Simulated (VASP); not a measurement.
# MgF2 (P4_2/mnm) in VASP: further runs

Runs on MgF2. Level: PBE. Tasks: single point, relaxation of shape and atoms at fixed volume.

Everything below comes from runs of VASP 6.6.1. Logs are shortened: lines on timing, memory, paths and dates and some standing lists are left out, and cuts for length are marked.

## 1. The cell of the first run

Symmetry: P4_2/mnm, No. 136, tetragonal system. The conventional cell has a = 4.750 Å, b = 4.750 Å, c = 3.117 Å, α = 90.00°, β = 90.00°, γ = 90.00°. Mg (site symmetry mmm) has 6 F at 2.04 Å within 2.7 Å. Within 2.7 Å of F (site symmetry m2m) lie 3 Mg at 2.04 Å and 1 F at 2.63 Å.

## 2. Single point, PBE (11.72 Å³/atom)

Contents of INCAR:

```
SYSTEM = MgF2
PREC = Accurate
ENCUT = 600
EDIFF = 1E-6
ISMEAR = 0
SIGMA = 0.02
LREAL = .False.
LASPH = .True.
NELM = 120
ALGO = Normal
ISIF = 2
LWAVE = .False.
LCHARG = .False.
GGA = PE
NBANDS = 25
GGA_COMPAT = .False.
```

Contents of KPOINTS:

```
Automatic mesh
0
Gamma
  6 6 8
  0 0 0
```

Contents of POSCAR:

```
MgF2
1.0
    4.7495445149      0.0000000000      0.0000000000
    0.0000000000      4.7495445149      0.0000000000
    0.0000000000      0.0000000000      3.1165532968
Mg F
2 4
Direct
    0.0000000000      0.0000000000      0.0000000000
    0.5000000000      0.5000000000      0.5000000000
    0.3042908407      0.3042908407      0.0000000000
    0.1957091593      0.8042908407      0.5000000000
    0.6957091593      0.6957091593      0.0000000000
    0.8042908407      0.1957091593      0.5000000000
```

Potentials or basis: VASP PAW PBE potentials, release 64 (Mg, F).

Run with:

```bash
cat potpaw_PBE.64/Mg/POTCAR potpaw_PBE.64/F/POTCAR > POTCAR
mpirun -np 1 vasp_std > vasp.out
```

OUTCAR:

```text
SYSTEM = MgF2
   PREC = Accurate
   ENCUT = 600
   EDIFF = 1E-6
   ISMEAR = 0
   LREAL = .False.
   LASPH = .True.
   NELM = 120
   ISIF = 2
   GGA = PE

 ion  position               nearest neighbor table
   1  0.000  0.000  0.000-   4 2.04   6 2.04   4 2.04   6 2.04   5 2.04   3 2.04
   2  0.500  0.500  0.500-   3 2.04   5 2.04   3 2.04   5 2.04   4 2.04   6 2.04
   3  0.304  0.304  0.000-   2 2.04   2 2.04   1 2.04
   4  0.196  0.804  0.500-   1 2.04   1 2.04   2 2.04
   5  0.696  0.696  0.000-   2 2.04   2 2.04   1 2.04
   6  0.804  0.196  0.500-   1 2.04   1 2.04   2 2.04

  LATTYP: Found a simple tetragonal cell.
 ALAT       =     4.7495445149
 C/A-ratio  =     0.6561794056

  Lattice vectors:

 A1 = (   4.7495445149,   0.0000000000,   0.0000000000)
 A2 = (   0.0000000000,   4.7495445149,   0.0000000000)
 A3 = (   0.0000000000,   0.0000000000,   3.1165532968)

Analysis of symmetry for initial positions (statically):
=====================================================================
 Subroutine PRICEL returns:
 Original cell was already a primitive cell.

 Routine SETGRP: Setting up the symmetry group for a
 simple tetragonal supercell.

 Subroutine GETGRP returns: Found 16 space group operations
 (whereof  8 operations were pure point group operations)
 out of a pool of 16 trial point group operations.

The static configuration has the point symmetry D_2h.
 The point group associated with its full space group is D_4h.

Analysis of symmetry for dynamics (positions and initial velocities):
=====================================================================
 Subroutine PRICEL returns:
 Original cell was already a primitive cell.

 Routine SETGRP: Setting up the symmetry group for a
 simple tetragonal supercell.

 Subroutine GETGRP returns: Found 16 space group operations
 (whereof  8 operations were pure point group operations)
 out of a pool of 16 trial point group operations.

The dynamic configuration has the point symmetry D_2h.
 The point group associated with its full space group is D_4h.

 Subroutine INISYM returns: Found 16 space group operations
 (whereof  8 operations are pure point group operations),
 and found     1 'primitive' translations

----------------------------------------------------------------------------------------

                                     Primitive cell

  volume of cell :      70.3037

  direct lattice vectors                    reciprocal lattice vectors
     4.749544515  0.000000000  0.000000000     0.210546505  0.000000000  0.000000000
     0.000000000  4.749544515  0.000000000     0.000000000  0.210546505  0.000000000
     0.000000000  0.000000000  3.116553297     0.000000000  0.000000000  0.320867287

  length of vectors
     4.749544515  4.749544515  3.116553297     0.210546505  0.210546505  0.320867287

  position of ions in fractional coordinates (direct lattice)
     0.000000000  0.000000000  0.000000000
     0.500000000  0.500000000  0.500000000
     0.304290841  0.304290841  0.000000000
     0.195709159  0.804290841  0.500000000
     0.695709159  0.695709159  0.000000000
     0.804290841  0.195709159  0.500000000

  ion indices of the primitive-cell ions
   primitive index   ion index
                 1           1
                 2           2
                 3           3
                 4           4
                 5           5
                 6           6

----------------------------------------------------------------------------------------

 KPOINTS: Automatic mesh

Automatic generation of k-mesh.
 Grid dimensions read from file:
 generate k-points for:    6    6    8

 Generating k-lattice:

  Cartesian coordinates                     Fractional coordinates (reciprocal lattice)
     0.035091084  0.000000000  0.000000000     0.166666667  0.000000000  0.000000000
     0.000000000  0.035091084  0.000000000     0.000000000  0.166666667  0.000000000
     0.000000000  0.000000000  0.040108411     0.000000000  0.000000000  0.125000000

  Length of vectors
     0.035091084  0.035091084  0.040108411

  Shift w.r.t. Gamma in fractional coordinates (k-lattice)
     0.000000000  0.000000000  0.000000000

 Subroutine IBZKPT returns following result:
 ===========================================

 Found     50 irreducible k-points:

 Following reciprocal coordinates:
            Coordinates               Weight
  0.000000  0.000000  0.000000      1.000000
  0.166667  0.000000  0.000000      4.000000
  0.333333  0.000000  0.000000      4.000000
  0.500000  0.000000  0.000000      2.000000
  0.166667  0.166667  0.000000      4.000000
  0.333333  0.166667  0.000000      8.000000
[... 16 lines left out ...]
  0.333333  0.000000  0.250000      8.000000
  0.500000  0.000000  0.250000      4.000000
 [... further k-points ...]
   k-points           NKPTS =     50   k-points in BZ     NKDIM =     50   number of bands    NBANDS=     25
   number of dos      NEDOS =    301   number of ions     NIONS =      6
   total plane-waves  NPLWV =  44800
   dimension x,y,z NGX =    40 NGY =   40 NGZ =   28
   dimension x,y,z NGXF=    80 NGYF=   80 NGZF=   56
   ions per type =               2   4
   NGX,Y,Z   is equivalent  to a cutoff of  14.00, 14.00, 14.94 a.u.
   NGXF,Y,Z  is equivalent  to a cutoff of  28.00, 28.00, 29.87 a.u.
 SYSTEM =  MgF2
   PREC   = accura    normal or accurate (medium, high low for compatibility)
   ISTART =      0    job   : 0-new  1-cont  2-samecut
   ICHARG =      2    charge: 1-file 2-atom 10-const
   ISPIN  =      1    spin polarized calculation?
   LNONCOLLINEAR =      F non collinear calculations
   LSORBIT =      F    spin-orbit coupling
   LASPH  =      T    aspherical Exc in radial PAW
   ENCUT  =  600.0 eV  44.10 Ry    6.64 a.u.   9.49  9.49  6.22*2*pi/ulx,y,z
   NELM   =    120;   NELMIN=  2; NELMDL= -5     # of ELM steps
   EDIFF  = 0.1E-05   stopping-criterion for ELM
   LREAL  =      F    real-space projection
   EDIFFG = 0.1E-04   stopping-criterion for IOM
   NSW    =      0    number of steps for IOM
   IBRION =     -1    ionic relax: 0-MD 1-quasi-New 2-CG
   NFREE  =      0    steps in history (QN), initial steepest desc. (CG)
   ISIF   =      2    stress and relaxation
   ISYM   =      2    0-nonsym 1-usesym 2-fastsym
   POTIM  = 0.5000    time-step for ionic-motion
   TEBEG  =    0.0;   TEEND  =   0.0 temperature during run
   PSTRESS=    0.0 pullay stress
   NELECT =      32.0000    total number of electrons
   NUPDOWN=      -1.0000    fix difference up-down
   EMIN   =  10.00;   EMAX   =-10.00  energy-range for DOS
   EFERMI =   0.00;   METHOD = LEGACY
   ISMEAR =     0;   SIGMA  =   0.02  broadening in eV -4-tet -1-fermi 0-gaus
   EFERMI_NEDOS =   21; number of points for ismear=-14 and -15
   IALGO  =     38    algorithm
   IMIX   =      4    mixing-type and parameters
     AMIX     =   0.40;   BMIX     =  1.00
     AMIX_MAG =   1.60;   BMIX_MAG =  1.00
  volume/ion in A,a.u.               =      11.72        79.07
  Fermi-wavevector in a.u.,A,eV,Ry     =   1.259308  2.379747 21.576893  1.585857
  Thomas-Fermi vector in A             =   2.392874
   LORBIT       =      0    0 simple, 1 ext, 2 COOP (PROOUT), +10 PAW based schemes
   GGA     = PE    functional components
   LHFCALC =     F    Hartree Fock is set to
   AEXX    =    0.0000 exact exchange contribution
   IVDW    =     0    specifies the selected vdW correction
   LEPSILON=     F    determine dielectric tensor
   LRPA    =     F    only Hartree local field effects (RPA)
 non-spin polarized calculation
 Gauss-broadening in eV      SIGMA  =   0.02
  energy-cutoff  :      600.00
  volume of cell :       70.30
 maximum number of plane-waves:      2372
 NGX is ok and might be reduce to    40
   NGX = 19   NGY = 19   NGZ = 13

 number of electron      31.9999989 magnetization

 Free energy of the ion-electron system (eV)
  ---------------------------------------------------
  ext. energy  EPLUGINS =         0.00000000
  ---------------------------------------------------
  free energy    TOTEN  =       -31.53105086 eV

  energy without entropy =      -31.53105086  energy(sigma->0) =      -31.53105086

 E-fermi :  -1.5255     XC(G=0):  -9.3756

 val. band max:       -1.6502800002   @ k =   0.0000   0.0000   0.0000
 cond. band min:       4.9589230744   @ k =   0.0000   0.0000   0.0000
 fundamental gap:      6.6092030746
 Fermi energy:        -1.5255051596

 k-point     1 :       0.0000    0.0000    0.0000
  band No.  band energies     occupation
      1     -22.1370      2.00000
      2     -21.4622      2.00000
      3     -21.4622      2.00000
      4     -21.3936      2.00000
      5      -5.4522      2.00000
      6      -3.8549      2.00000
[... 17 lines left out ...]
     24      15.8803      0.00000
     25      15.8803      0.00000

 k-point     2 :       0.1667    0.0000    0.0000
  band No.  band energies     occupation
      1     -22.0997      2.00000
      2     -21.5383      2.00000
      3     -21.4518      2.00000
      4     -21.3696      2.00000
      5      -5.3579      2.00000
      6      -3.9173      2.00000
[... 17 lines left out ...]
     24      15.6596      0.00000
     25      16.0709      0.00000

 k-point     3 :       0.3333    0.0000    0.0000
  band No.  band energies     occupation
      1     -21.9953      2.00000
      2     -21.6812      2.00000
      3     -21.4244      2.00000
      4     -21.3669      2.00000
      5      -5.1038      2.00000
      6      -4.3445      2.00000
[... 552 lines left out ...]
 k-point    23 :       0.3333    0.0000    0.2500
  band No.  band energies     occupation
      1     -21.8545      2.00000
      2     -21.6123      2.00000
      3     -21.4094      2.00000
      4     -21.3854      2.00000
      5      -4.8366      2.00000
      6      -4.2245      2.00000
[... 17 lines left out ...]
     24      14.4467      0.00000
     25      14.7842      0.00000

 k-point    24 :       0.5000    0.0000    0.2500
  band No.  band energies     occupation
      1     -21.7376      2.00000
      2     -21.7376      2.00000
      3     -21.3941      2.00000
      4     -21.3941      2.00000
      5      -4.5426      2.00000
      6      -4.5426      2.00000
[... 17 lines left out ...]
     24      13.7925      0.00000
     25      15.5090      0.00000

 [... further k-points ...]

------------------------ aborting loop because EDIFF is reached ----------------------------------------

  FORCE on cell =-STRESS in cart. coord.  units (eV):
  Direction    XX          YY          ZZ          XY          YZ          ZX
  --------------------------------------------------------------------------------------
  -------------------------------------------------------------------------------------
  Total       -1.4922323     -1.4922323     -1.5557757     -0.0000000      0.0000000      0.0000000
  in kB      -34.0070157    -34.0070157    -35.4551302     -0.0000000      0.0000000      0.0000000
  external PRESSURE =     -34.4897205 kB  Pullay stress =       0.0000000 kB

 VOLUME and BASIS-vectors are now :
 -----------------------------------------------------------------------------
  energy-cutoff  :      600.00
  volume of cell :       70.30
      direct lattice vectors                 reciprocal lattice vectors
     4.749544515  0.000000000  0.000000000     0.210546505  0.000000000  0.000000000
     0.000000000  4.749544515  0.000000000     0.000000000  0.210546505  0.000000000
     0.000000000  0.000000000  3.116553297     0.000000000  0.000000000  0.320867287

 POSITION                                       TOTAL-FORCE (eV/Angst)
 -----------------------------------------------------------------------------------
      0.00000      0.00000      0.00000         0.000000      0.000000      0.000000
      2.37477      2.37477      1.55828         0.000000      0.000000      0.000000
      1.44524      1.44524      0.00000         0.002191      0.002191      0.000000
      0.92953      3.82002      1.55828        -0.002191      0.002191      0.000000
      3.30430      3.30430      0.00000        -0.002191     -0.002191     -0.000000
      3.82002      0.92953      1.55828         0.002191     -0.002191     -0.000000
 -----------------------------------------------------------------------------------
    total drift:                                0.000000      0.000000     -0.000000

  FREE ENERGIE OF THE ION-ELECTRON SYSTEM (eV)
  ---------------------------------------------------
  free  energy   TOTEN  =       -31.5310508635 eV

  energy  without entropy=      -31.5310508635  energy(sigma->0) =      -31.53105086
```

It took 2.3 min on 1 thread of Intel Xeon 8259CL, shared host; peak memory 0.25 GiB.

What came out:

```yaml
Free_energy: -31.5311 eV
Pressure: -3.4 GPa
Largest_force: 0.003 eV/Å
Band_gap_on_the_k_mesh: 6.61 eV
```

Forces on the atoms (eV/Å):
```
Mg   0.000  0.000  0.000
Mg   0.000  0.000  0.000
F    0.002  0.002  0.000
F   -0.002  0.002  0.000
F   -0.002 -0.002  0.000
F    0.002 -0.002  0.000
```

Caveat: the cell stands under tension.

## 3. Single point, PBE (12.06 Å³/atom)

This run uses another cell than the first one, of 12.06 Å³/atom.

Contents of INCAR:

```
PREC = Accurate
ENCUT = 600
EDIFF = 1E-6
ISMEAR = 0
SIGMA = 0.02
LREAL = False
LASPH = True
NELM = 120
ALGO = Normal
ISIF = 2
LWAVE = False
LCHARG = False
GGA = PE
NBANDS = 25
GGA_COMPAT = False
```

Contents of KPOINTS:

```
regular mesh
0
Gamma
  6 6 8
```

Contents of POSCAR:

```
MgF2
1.0
    4.8022332794      0.0000000000      0.0000000000
    0.0000000000      4.8022332794      0.0000000000
    0.0000000000      0.0000000000      3.1373329992
Mg F
2 4
Direct
    0.0000000000      0.0000000000      0.0000000000
    0.5000000000      0.5000000000      0.5000000000
    0.3051777086      0.3051777086      0.0000000000
    0.1948222914      0.8051777086      0.5000000000
    0.6948222914      0.6948222914      0.0000000000
    0.8051777086      0.1948222914      0.5000000000
```

Potentials or basis: VASP PAW PBE potentials, release 64 (Mg, F).

Run with:

```bash
cat potpaw_PBE.64/Mg/POTCAR potpaw_PBE.64/F/POTCAR > POTCAR
mpirun -np 1 vasp_std > vasp.out
```

Wall time 2.2 min (1 thread of Intel Xeon 8259CL, shared host); peak memory 0.25 GiB.

The run converged. Its results:

```yaml
Free_energy: -31.4800 eV
Pressure: -5.5 GPa
Largest_force: 0.004 eV/Å
Band_gap_on_the_k_mesh: 6.44 eV
```

Forces on the atoms (eV/Å):
```
Mg   0.000  0.000  0.000
Mg   0.000  0.000  0.000
F    0.003  0.003  0.000
F   -0.003  0.003  0.000
F   -0.003 -0.003  0.000
F    0.003 -0.003  0.000
```

Stress tensor (GPa, compression positive):
```
-5.47  0.00  0.00
 0.00 -5.47  0.00
 0.00  0.00 -5.62
```

Levels at points of the mesh, in eV from the valence-band top:
```tsv
k point	band 14	band 15	band 16	band 17	band 18	band 19
(0.00, 0.00, 0.00)	-0.30	-0.30	0.00	6.44	11.60	11.60
(0.50, 0.00, 0.00)	-0.91	-0.34	-0.34	8.72	8.72	12.78
(0.50, 0.50, 0.00)	-0.83	-0.66	-0.66	10.16	10.16	10.61
(0.00, 0.00, 0.50)	-0.94	-0.74	-0.74	11.03	11.03	14.29
(0.50, 0.00, 0.50)	-0.66	-0.57	-0.57	12.00	12.00	12.44
(0.50, 0.50, 0.50)	-0.52	-0.46	-0.46	12.22	12.22	12.74
```

Caveat: the cell stands under tension.

(Continued in part 2 of 2.)
